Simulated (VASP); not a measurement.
# Mg (P2_1/m) in VASP: notebook, part 3 of 3

VASP 6.6.1.

**5. Single point, PBEsol (atom 1 (Mg) moved by (+0.150, +0.000) A along [1 1 0] and z)**

File INCAR:

```
SYSTEM = Mg
  ALGO = Fast
  EDIFF = 1E-7
  ENCUT = 520
  GGA = PS
  ISIF = 2
  ISMEAR = 0
  LASPH = .TRUE.
  LCHARG = .FALSE.
  LREAL = .FALSE.
  LWAVE = .FALSE.
  NBANDS = 9
  NELM = 60
  PREC = Accurate
  SIGMA = 0.15
```

File KPOINTS:

```
k-points
0
G
  18 18 10
  0 0 0
```

File POSCAR:

```
Mg
1.0
    3.2092715325      0.0000000000      0.0000000000
   -1.6046357662      2.7793106748      0.0000000000
    0.0000000000      0.0000000000      5.2103300000
Mg
2
Direct
    0.3854645597      0.7048293730      0.2500000000
    0.6666666667      0.3333333333      0.7500000000
```

Potentials or basis: VASP PAW PBE potentials, release 64 (Mg).

Started as:

```sh
$ cat potpaw_PBE.64/Mg/POTCAR > POTCAR
$ mpirun -np 1 vasp_std > vasp.out
```

OUTCAR:

```text
SYSTEM = Mg
   EDIFF = 1E-7
   ENCUT = 520
   GGA = PS
   ISIF = 2
   ISMEAR = 0
   LASPH = .TRUE.
   LREAL = .FALSE.
   NELM = 60
   PREC = Accurate

 ion  position               nearest neighbor table
   1  0.385  0.705  0.250-   2 3.14   2 3.14   2 3.18   2 3.18   2 3.28   2 3.28
   2  0.667  0.333  0.750-   1 3.14   1 3.14   1 3.18   1 3.18   1 3.28   1 3.28

  LATTYP: Found a hexagonal cell.
 ALAT       =     3.2092715325
 C/A-ratio  =     1.6235242008

  Lattice vectors:

 A1 = (   3.2092715325,   0.0000000000,   0.0000000000)
 A2 = (  -1.6046357662,   2.7793106748,   0.0000000000)
 A3 = (   0.0000000000,   0.0000000000,   5.2103300000)

Analysis of symmetry for initial positions (statically):
=====================================================================
 Subroutine PRICEL returns:
 Original cell was already a primitive cell.

 Routine SETGRP: Setting up the symmetry group for a
 hexagonal supercell.

 Subroutine GETGRP returns: Found  4 space group operations
 (whereof  1 operations were pure point group operations)
 out of a pool of 24 trial point group operations.

The static configuration has the point symmetry C_1 .
 The point group associated with its full space group is C_2h.

Analysis of symmetry for dynamics (positions and initial velocities):
=====================================================================
 Subroutine PRICEL returns:
 Original cell was already a primitive cell.

 Routine SETGRP: Setting up the symmetry group for a
 hexagonal supercell.

 Subroutine GETGRP returns: Found  4 space group operations
 (whereof  1 operations were pure point group operations)
 out of a pool of 24 trial point group operations.

The dynamic configuration has the point symmetry C_1 .
 The point group associated with its full space group is C_2h.

 Subroutine INISYM returns: Found  4 space group operations
 (whereof  1 operations are pure point group operations),
 and found     1 'primitive' translations

[... 115 lines left out ...]
  volume/ion in A,a.u.               =      23.24       156.81
  Fermi-wavevector in a.u.,A,eV,Ry     =   0.722812  1.365916  7.108458  0.522457
  Thomas-Fermi vector in A             =   1.812869
   LORBIT       =      0    0 simple, 1 ext, 2 COOP (PROOUT), +10 PAW based schemes
   GGA     = PS    functional components
   LHFCALC =     F    Hartree Fock is set to
   AEXX    =    0.0000 exact exchange contribution
   IVDW    =     0    specifies the selected vdW correction
   LEPSILON=     F    determine dielectric tensor
   LRPA    =     F    only Hartree local field effects (RPA)
 non-spin polarized calculation
 RMM-DIIS sequential band-by-band and
 Gauss-broadening in eV      SIGMA  =   0.15
  energy-cutoff  :      520.00
  volume of cell :       46.47
 maximum number of plane-waves:      1276
   NGX = 11   NGY = 11   NGZ = 19

 number of electron       4.0000000 magnetization

 Free energy of the ion-electron system (eV)
  ---------------------------------------------------
  ext. energy  EPLUGINS =         0.00000000
  ---------------------------------------------------
  free energy    TOTEN  =        -3.43956181 eV

  energy without entropy =       -3.42943905  energy(sigma->0) =       -3.43450043

 E-fermi :   2.5222     XC(G=0):  -8.4955

 val. band max:        2.5159999885   @ k =   0.5000   0.2778   0.2000
 cond. band min:       2.5246100253   @ k =   0.2778   0.2222   0.2000
 fundamental gap:      0.0086100368
 Fermi energy:         2.5221610294

 k-point     1 :       0.0000    0.0000    0.0000
  band No.  band energies     occupation
      1      -4.3475      2.00000
      2       0.8627      2.00000
      3       1.2917      2.00000
      4      13.3765      0.00000
      5      13.4141      0.00000
      6      13.4220      0.00000
      7      13.4945      0.00000
      8      14.3247      0.00000
      9      15.7724      0.00000
[... 265 lines left out ...]
 k-point    24 :       0.0000    0.4444    0.0000
  band No.  band energies     occupation
      1      -0.5671      2.00000
      2       1.4697      2.00000
      3       4.3957      0.00000
      4       5.1081      0.00000
      5       6.4117      0.00000
      6       6.9901      0.00000
      7       9.3970      0.00000
      8      10.6827      0.00000
      9      13.7660      0.00000

 [... further k-points ...]
[... 5 lines left out ...]
  --------------------------------------------------------------------------------------
  -------------------------------------------------------------------------------------
  Total       -0.4040907     -0.2508880     -0.3179288     -0.0805480      0.0000000      0.0000000
  in kB      -13.9309482     -8.6493148    -10.9605343     -2.7768762      0.0000000      0.0000000
  external PRESSURE =     -11.1802658 kB  Pullay stress =       0.0000000 kB

 VOLUME and BASIS-vectors are now :
 -----------------------------------------------------------------------------
  energy-cutoff  :      520.00
  volume of cell :       46.47
      direct lattice vectors                 reciprocal lattice vectors
     3.209271532  0.000000000  0.000000000     0.311597193  0.179900723  0.000000000
    -1.604635766  2.779310675  0.000000000     0.000000000  0.359801446  0.000000000
     0.000000000  0.000000000  5.210330000     0.000000000  0.000000000  0.191926423

 POSITION                                       TOTAL-FORCE (eV/Angst)
 -----------------------------------------------------------------------------------
      0.10607      1.95894      1.30258        -0.054895     -0.070571      0.000000
      1.60464      0.92644      3.90775         0.054895      0.070571      0.000000
 -----------------------------------------------------------------------------------
    total drift:                                0.000001      0.000000      0.000000

  FREE ENERGIE OF THE ION-ELECTRON SYSTEM (eV)
  ---------------------------------------------------
  free  energy   TOTEN  =        -3.4395618063 eV

  energy  without entropy=       -3.4294390506  energy(sigma->0) =       -3.43450043
```

stdout:

```text
POSCAR found type information on POSCAR Mg
 POSCAR found :  1 types and       2 ions
 scaLAPACK will be used
 -----------------------------------------------------------------------------
|                                                                             |
|                                                                             |
|     You enforced a specific xc type in the INCAR file but a different       |
|     I HOPE YOU KNOW WHAT YOU ARE DOING!                                     |
|                                                                             |
 -----------------------------------------------------------------------------

 LDA part: xc-table for (Slater+PW92), standard interpolation
 POSCAR, INCAR and KPOINTS ok, starting setup
 FFT: planning ... GRIDC
 FFT: planning ... GRID_SOFT
 FFT: planning ... GRID
 WAVECAR not read
 entering main loop
```

Wall time 2.7 min (1 thread of Intel Xeon Platinum 8259CL at 2.50GHz (Skylake/Cascade Lake), shared host); peak memory 0.48 GiB.

Results:

| Quantity | Value |
| --- | --- |
| Free energy | -3.4396 eV |
| Pressure | -1.1 GPa |
| Largest force | 0.089 eV/Å |
| Band gap on the k mesh | zero (bands 2 and 3 overlap by 2.22 eV) |

Forces on the atoms (eV/Å):
```
Mg  -0.055 -0.071  0.000
Mg   0.055  0.071  0.000
```

Stress tensor (GPa, compression positive):
```
-1.39 -0.28  0.00
-0.28 -0.86  0.00
 0.00  0.00 -1.10
```

Caveat: the cell differs from its parent crystal (atom 1 (Mg) moved by (+0.150, +0.000) A along [1 1 0] and z); the PAW data sets were made with another functional, which shifts forces and pressure a little.

**6. Summary**

| cell | further INCAR settings | gap on the mesh (eV) | pressure (GPa) | largest force (eV/Å) |
| --- | --- | --- | --- | --- |
| as given, atomic positions A | ALGO = Fast; EDIFF = 1e-06; NBANDS = 9 | none | -0.9 | 0.24 |
| as given, atomic positions B | ALGO = Fast; EDIFF = 1e-06; NBANDS = 9 | none | -1.0 | 0.16 |
| as given, atomic positions C | ALGO = Fast; EDIFF = 1e-06; NBANDS = 9 | none | -1.1 | 0.11 |
| as given, atomic positions D | ALGO = Fast; EDIFF = 1e-07; NBANDS = 9 | none | -1.1 | 0.09 |

Alike in all rows: task single point; level PBEsol; potentials or basis VASP PAW PBE potentials, release 64 (Mg); no spin polarisation; k mesh 18 × 18 × 10; cutoff (eV) 520; smearing gaussian 0.15 eV.

Caveats: the PAW data sets were made with another functional, which shifts forces and pressure a little.

Total energies depend on the potentials used, so only differences within one code and one set of settings carry meaning.
